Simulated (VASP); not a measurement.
Si4IrPd, 6 atoms in the cell. The structure is cubic, space group F-43m (No. 216). The conventional cell has a = 7.208 Å, b = 7.208 Å, c = 7.208 Å, α = 90.00°, β = 90.00°, γ = 90.00°. Si (site symmetry 3m) has 6 Si at 2.55 Å and 3 Pd at 2.99 Å and 3 Ir at 2.99 Å within 3.4 Å. Pd (site symmetry -43m) has 12 Si at 2.99 Å and 4 Ir at 3.12 Å within 3.9 Å. Within 3.9 Å of Ir (site symmetry -43m) lie 12 Si at 2.99 Å and 4 Pd at 3.12 Å. The cell was built from a structure type or drawn by symmetry, and may not be a known phase.

* Program: VASP 6.6.1
* Task: relaxation of cell and atoms
* Functional: PBE
* Potentials or basis: VASP PAW PBE potentials, release 64 (Si, Pd, Ir)
* Cutoff: 500 eV
* k mesh: 4 × 4 × 4
* Occupations: gaussian, width 0.2 eV
* Spin: no spin polarisation
* Dipole correction: no
* Further INCAR settings: ALGO = Normal; EDIFF = 1e-07; IBRION = 2; EDIFFG = -0.08; NSW = 36; ISIF = 3

Potentials or basis: VASP PAW PBE potentials, release 64 (Si, Pd, Ir).

Command:

```console
$ cat potpaw_PBE.64/Si/POTCAR potpaw_PBE.64/Pd/POTCAR potpaw_PBE.64/Ir/POTCAR > POTCAR
$ mpirun -np 1 vasp_std > vasp.out
```

Hardware: 1 thread of Intel Xeon 8259CL (shared host).

Q: Estimate the wall time of this run.

A: Wall time 110 s on 1 thread of Intel Xeon 8259CL, with other jobs on the host, peak memory 0.25 GiB. Counts: scf iterations 38, k points 8, ion steps 3.
